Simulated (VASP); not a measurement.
# Hf (Fm-3m) in VASP: a series of runs

The runs below take Hf through single point, with PBE.

Program: VASP 6.6.1. These are calculated values, not measurements. Logs are shortened: lines on timing, memory, paths and dates and some standing lists are left out, and cuts for length are marked.

**1. The cell of the first run**

The structure is cubic, space group Fm-3m (No. 225). The conventional cell has a = 4.394 Å, b = 4.394 Å, c = 4.394 Å, α = 90.00°, β = 90.00°, γ = 90.00°. Within 4.1 Å of Hf (site symmetry m-3m) lie 12 Hf at 3.11 Å.

**2. Single point, PBE**

Input file INCAR:

```
PREC = Accurate
ENCUT = 520
EDIFF = 1E-6
ISMEAR = -1
SIGMA = 0.06122561905347299
LREAL = F
LASPH = T
NELM = 60
ALGO = Normal
ISIF = 2
LWAVE = F
LCHARG = F
GGA = PE
NBANDS = 11
```

Input file KPOINTS:

```
regular mesh
0
Gamma
  42 42 42
```

Input file POSCAR:

```
Hf
1.0
    0.0000000000      2.1971271715      2.1971271715
    2.1971271715      0.0000000000      2.1971271715
    2.1971271715      2.1971271715      0.0000000000
Hf
1
Direct
    0.0000000000      0.0000000000      0.0000000000
```

Potentials or basis: VASP PAW PBE potentials, release 64 (Hf_pv).

The run is started by

```
cat potpaw_PBE.64/Hf_pv/POTCAR > POTCAR
mpirun -np 1 vasp_std > vasp.out
```

OUTCAR:

```text
PREC = Accurate
   ENCUT = 520
   EDIFF = 1E-6
   ISMEAR = -1
   LREAL = F
   LASPH = T
   NELM = 60
   ISIF = 2
   GGA = PE

 ion  position               nearest neighbor table
   1  0.000  0.000  0.000-

  LATTYP: Found a face centered cubic cell.
 ALAT       =     4.3942543430

  Lattice vectors:

 A1 = (   0.0000000000,   2.1971271715,   2.1971271715)
 A2 = (   2.1971271715,   0.0000000000,   2.1971271715)
 A3 = (   2.1971271715,   2.1971271715,   0.0000000000)

Analysis of symmetry for initial positions (statically):
=====================================================================
 Subroutine PRICEL returns:
 Original cell was already a primitive cell.

 Routine SETGRP: Setting up the symmetry group for a
 face centered cubic supercell.

 Subroutine GETGRP returns: Found 48 space group operations
 (whereof 48 operations were pure point group operations)
 out of a pool of 48 trial point group operations.

The static configuration has the point symmetry O_h .

Analysis of symmetry for dynamics (positions and initial velocities):
=====================================================================
 Subroutine PRICEL returns:
 Original cell was already a primitive cell.

 Routine SETGRP: Setting up the symmetry group for a
 face centered cubic supercell.

 Subroutine GETGRP returns: Found 48 space group operations
 (whereof 48 operations were pure point group operations)
 out of a pool of 48 trial point group operations.

The dynamic configuration has the point symmetry O_h .

 Subroutine INISYM returns: Found 48 space group operations
 (whereof 48 operations are pure point group operations),
 and found     1 'primitive' translations

----------------------------------------------------------------------------------------

                                     Primitive cell

  volume of cell :      21.2127

  direct lattice vectors                    reciprocal lattice vectors
     0.000000000  2.197127172  2.197127172    -0.227569895  0.227569895  0.227569895
     2.197127172  0.000000000  2.197127172     0.227569895 -0.227569895  0.227569895
     2.197127172  2.197127172  0.000000000     0.227569895  0.227569895 -0.227569895

  length of vectors
     3.107207044  3.107207044  3.107207044     0.394162621  0.394162621  0.394162621

  position of ions in fractional coordinates (direct lattice)
     0.000000000  0.000000000  0.000000000

  ion indices of the primitive-cell ions
   primitive index   ion index
                 1           1

----------------------------------------------------------------------------------------

 KPOINTS: regular mesh

Automatic generation of k-mesh.
 Grid dimensions read from file:
 generate k-points for:   42   42   42

 Generating k-lattice:

  Cartesian coordinates                     Fractional coordinates (reciprocal lattice)
    -0.005418331  0.005418331  0.005418331     0.023809524  0.000000000  0.000000000
     0.005418331 -0.005418331  0.005418331     0.000000000  0.023809524  0.000000000
     0.005418331  0.005418331 -0.005418331     0.000000000  0.000000000  0.023809524

  Length of vectors
     0.009384824  0.009384824  0.009384824

  Shift w.r.t. Gamma in fractional coordinates (k-lattice)
     0.000000000  0.000000000  0.000000000

 Subroutine IBZKPT returns following result:
 ===========================================

 Found   1903 irreducible k-points:

 Following reciprocal coordinates:
            Coordinates               Weight
  0.000000  0.000000  0.000000      1.000000
  0.023810  0.000000  0.000000      8.000000
  0.047619  0.000000  0.000000      8.000000
  0.071429  0.000000  0.000000      8.000000
  0.095238  0.000000  0.000000      8.000000
  0.119048  0.000000  0.000000      8.000000
[... 16 lines left out ...]
  0.023810  0.023810  0.000000      6.000000
  0.047619  0.023810  0.000000     24.000000
 [... further k-points ...]
   k-points           NKPTS =   1903   k-points in BZ     NKDIM =   1903   number of bands    NBANDS=     11
   number of dos      NEDOS =    301   number of ions     NIONS =      1
   total plane-waves  NPLWV =  13824
   dimension x,y,z NGX =    24 NGY =   24 NGZ =   24
   dimension x,y,z NGXF=    48 NGYF=   48 NGZF=   48
   ions per type =               1
   NGX,Y,Z   is equivalent  to a cutoff of  12.84, 12.84, 12.84 a.u.
   NGXF,Y,Z  is equivalent  to a cutoff of  25.68, 25.68, 25.68 a.u.
 SYSTEM =  unknown system
   PREC   = accura    normal or accurate (medium, high low for compatibility)
   ISTART =      0    job   : 0-new  1-cont  2-samecut
   ICHARG =      2    charge: 1-file 2-atom 10-const
   ISPIN  =      1    spin polarized calculation?
   LNONCOLLINEAR =      F non collinear calculations
   LSORBIT =      F    spin-orbit coupling
   LASPH  =      T    aspherical Exc in radial PAW
   ENCUT  =  520.0 eV  38.22 Ry    6.18 a.u.   5.78  5.78  5.78*2*pi/ulx,y,z
   NELM   =     60;   NELMIN=  2; NELMDL= -5     # of ELM steps
   EDIFF  = 0.1E-05   stopping-criterion for ELM
   LREAL  =      F    real-space projection
   EDIFFG = 0.1E-04   stopping-criterion for IOM
   NSW    =      0    number of steps for IOM
   IBRION =     -1    ionic relax: 0-MD 1-quasi-New 2-CG
   NFREE  =      0    steps in history (QN), initial steepest desc. (CG)
   ISIF   =      2    stress and relaxation
   ISYM   =      2    0-nonsym 1-usesym 2-fastsym
   POTIM  = 0.5000    time-step for ionic-motion
   TEBEG  =    0.0;   TEEND  =   0.0 temperature during run
   PSTRESS=    0.0 pullay stress
   NELECT =      10.0000    total number of electrons
   NUPDOWN=      -1.0000    fix difference up-down
   EMIN   =  10.00;   EMAX   =-10.00  energy-range for DOS
   EFERMI =   0.00;   METHOD = LEGACY
   ISMEAR =    -1;   SIGMA  =   0.06  broadening in eV -4-tet -1-fermi 0-gaus
   EFERMI_NEDOS =   21; number of points for ismear=-14 and -15
   IALGO  =     38    algorithm
   IMIX   =      4    mixing-type and parameters
     AMIX     =   0.40;   BMIX     =  1.00
     AMIX_MAG =   1.60;   BMIX_MAG =  1.00
  volume/ion in A,a.u.               =      21.21       143.15
  Fermi-wavevector in a.u.,A,eV,Ry     =   1.274118  2.407734 22.087379  1.623377
  Thomas-Fermi vector in A             =   2.406904
   LORBIT       =      0    0 simple, 1 ext, 2 COOP (PROOUT), +10 PAW based schemes
   GGA     = PE    functional components
   LHFCALC =     F    Hartree Fock is set to
   AEXX    =    0.0000 exact exchange contribution
   IVDW    =     0    specifies the selected vdW correction
   LEPSILON=     F    determine dielectric tensor
   LRPA    =     F    only Hartree local field effects (RPA)
 non-spin polarized calculation
  energy-cutoff  :      520.00
  volume of cell :       21.21
 maximum number of plane-waves:       588
   NGX = 11   NGY = 11   NGZ = 11

 number of electron      10.0000002 magnetization

 Free energy of the ion-electron system (eV)
  ---------------------------------------------------
  ext. energy  EPLUGINS =         0.00000000
  ---------------------------------------------------
  free energy    TOTEN  =        -9.83789926 eV

  energy without entropy =       -9.82070296  energy(sigma->0) =       -9.82930111

 E-fermi :   5.1206     XC(G=0): -11.5296

 val. band max:        5.1188663585   @ k =  -0.2857   0.3571   0.0714
 cond. band min:       5.1206757879   @ k =   0.4762   0.2857   0.1429
 fundamental gap:      0.0018094294
 Fermi energy:         5.1205780119

 k-point     1 :       0.0000    0.0000    0.0000
  band No.  band energies     occupation
      1     -24.6995      2.00000
      2     -24.6995      2.00000
      3     -24.6995      2.00000
      4      -2.2731      2.00000
      5       6.5427      0.00000
      6       6.5427      0.00000
      7       6.5427      0.00000
      8       9.5296      0.00000
      9       9.5296      0.00000
     10      16.6095      0.00000
     11      18.3708      0.00000

 k-point     2 :       0.0238    0.0000    0.0000
  band No.  band energies     occupation
      1     -24.7054      2.00000
      2     -24.7003      2.00000
      3     -24.7003      2.00000
      4      -2.2518      2.00000
      5       6.5199      0.00000
      6       6.5533      0.00000
      7       6.5533      0.00000
      8       9.5170      0.00000
      9       9.5170      0.00000
     10      16.6587      0.00000
     11      18.3708      0.00000

 k-point     3 :       0.0476    0.0000    0.0000
  band No.  band energies     occupation
      1     -24.7228      2.00000
      2     -24.7024      2.00000
      3     -24.7024      2.00000
      4      -2.1881      2.00000
      5       6.4531      0.00000
      6       6.5843      0.00000
      7       6.5843      0.00000
      8       9.4810      0.00000
      9       9.4810      0.00000
     10      16.8033      0.00000
     11      18.3706      0.00000

 k-point     4 :       0.0714    0.0000    0.0000
  band No.  band energies     occupation
      1     -24.7513      2.00000
      2     -24.7060      2.00000
      3     -24.7060      2.00000
      4      -2.0830      2.00000
      5       6.3479      0.00000
      6       6.6337      0.00000
      7       6.6337      0.00000
      8       9.4262      0.00000
      9       9.4262      0.00000
     10      17.0343      0.00000
     11      18.3702      0.00000

 k-point     5 :       0.0952    0.0000    0.0000
  band No.  band energies     occupation
      1     -24.7901      2.00000
      2     -24.7108      2.00000
      3     -24.7108      2.00000
      4      -1.9385      2.00000
      5       6.2120      0.00000
      6       6.6975      0.00000
      7       6.6975      0.00000
      8       9.3604      0.00000
      9       9.3604      0.00000
     10      17.3344      0.00000
     11      18.3694      0.00000
[... 211 lines left out ...]
 k-point    21 :       0.4762    0.0000    0.0000
  band No.  band energies     occupation
      1     -25.6649      2.00000
      2     -24.8267      2.00000
      3     -24.8267      2.00000
      4       1.3161      2.00000
      5       5.8511      0.00001
      6       6.3069      0.00000
      7       6.3069      0.00000
      8      11.7629      0.00000
      9      11.7629      0.00000
     10      15.1866      0.00000
     11      16.3285      0.00000

 k-point    22 :       0.5000    0.0000    0.0000
  band No.  band energies     occupation
      1     -25.6699      2.00000
      2     -24.8274      2.00000
      3     -24.8274      2.00000
      4       1.3264      2.00000
      5       5.8822      0.00001
      6       6.2987      0.00000
      7       6.2987      0.00000
      8      11.8036      0.00000
      9      11.8036      0.00000
     10      15.1904      0.00000
     11      16.2319      0.00000

 k-point    23 :       0.0238    0.0238    0.0000
  band No.  band energies     occupation
      1     -24.7053      2.00000
      2     -24.7015      2.00000
      3     -24.7015      2.00000
      4      -2.2447      2.00000
      5       6.5073      0.00000
      6       6.5594      0.00000
      7       6.5594      0.00000
      8       9.4856      0.00000
      9       9.5399      0.00000
     10      16.6751      0.00000
     11      18.3707      0.00000

 k-point    24 :       0.0476    0.0238    0.0000
  band No.  band energies     occupation
      1     -24.7183      2.00000
      2     -24.7042      2.00000
      3     -24.7028      2.00000
      4      -2.1951      2.00000
      5       6.4529      0.00000
      6       6.5839      0.00000
      7       6.5862      0.00000
      8       9.4304      0.00000
      9       9.5382      0.00000
     10      16.7881      0.00000
     11      18.3706      0.00000

 [... further k-points ...]

------------------------ aborting loop because EDIFF is reached ----------------------------------------

  FORCE on cell =-STRESS in cart. coord.  units (eV):
  Direction    XX          YY          ZZ          XY          YZ          ZX
  --------------------------------------------------------------------------------------
  -------------------------------------------------------------------------------------
  Total        0.8577572      0.8577572      0.8577572      0.0000000      0.0000000      0.0000000
  in kB       64.7857329     64.7857329     64.7857329      0.0000000      0.0000000      0.0000000
  external PRESSURE =      64.7857329 kB  Pullay stress =       0.0000000 kB

 VOLUME and BASIS-vectors are now :
 -----------------------------------------------------------------------------
  energy-cutoff  :      520.00
  volume of cell :       21.21
      direct lattice vectors                 reciprocal lattice vectors
     0.000000000  2.197127172  2.197127172    -0.227569895  0.227569895  0.227569895
     2.197127172  0.000000000  2.197127172     0.227569895 -0.227569895  0.227569895
     2.197127172  2.197127172  0.000000000     0.227569895  0.227569895 -0.227569895

 POSITION                                       TOTAL-FORCE (eV/Angst)
 -----------------------------------------------------------------------------------
      0.00000      0.00000      0.00000        -0.000000      0.000000     -0.000000
 -----------------------------------------------------------------------------------
    total drift:                                0.000000      0.000000     -0.000000

  FREE ENERGIE OF THE ION-ELECTRON SYSTEM (eV)
  ---------------------------------------------------
  free  energy   TOTEN  =        -9.8378992581 eV

  energy  without entropy=       -9.8207029604  energy(sigma->0) =       -9.82930111
```

Wall time 2.7 min (1 thread of Intel Xeon Platinum 8488C (Sapphire Rapids), shared host); peak memory 0.52 GiB.

What came out:

| Item | Value |
| --- | --- |
| Free energy | -9.8379 eV |
| Pressure | 6.5 GPa |
| Band gap on the k mesh | zero (band 5 reaches 6.54 eV, above the bottom of band 6 at 4.40 eV) |

Caveat: spin-orbit coupling is left out, which moves the levels of the heavy elements.

**3. Single point, PBE**

Input file INCAR:

```
SYSTEM = Hf
PREC = Accurate
ENCUT = 520
EDIFF = 1E-7
ISMEAR = -1
SIGMA = 0.06122561905347299
LREAL = .FALSE.
LASPH = .TRUE.
NELM = 80
ALGO = Normal
ISIF = 2
LWAVE = .FALSE.
LCHARG = .TRUE.
GGA = PE
LELF = .TRUE.
LVHAR = .TRUE.
NBANDS = 11
```

Input file KPOINTS:

```
regular mesh
0
G
  14 14 14
  0 0 0
```

POSCAR is that of step 2.

Potentials or basis: VASP PAW PBE potentials, release 64 (Hf_pv).

The run is started by

```
cat potpaw_PBE.64/Hf_pv/POTCAR > POTCAR
mpirun -np 1 vasp_std > vasp.out
```

Run time: 25 s. Hardware: 1 thread of Intel Xeon 8259CL, shared host; peak memory 0.15 GiB.

It converged, with:

| Quantity | Value |
| --- | --- |
| Free energy | -9.8372 eV |
| Pressure | 6.5 GPa |
| Band gap on the k mesh | zero (band 5 reaches 6.54 eV, above the bottom of band 6 at 4.42 eV) |

Levels at points of the mesh, in eV from the Fermi level:
| k point | band 2 | band 3 | band 4 | band 5 | band 6 | band 7 | band 8 | band 9 |
| --- | --- | --- | --- | --- | --- | --- | --- | --- |
| (0.00, 0.00, 0.00) | -29.80 | -29.80 | -7.38 | 1.44 | 1.44 | 1.44 | 4.43 | 4.43 |
| (0.50, 0.00, 0.00) | -29.93 | -29.93 | -3.78 | 0.78 | 1.20 | 1.20 | 6.70 | 6.70 |
| (0.50, 0.50, 0.00) | -30.15 | -30.15 | -3.47 | -2.31 | 2.83 | 6.72 | 7.38 | 7.38 |

Caveat: spin-orbit coupling is left out, which moves the levels of the heavy elements.

[end of part 1 of 2]
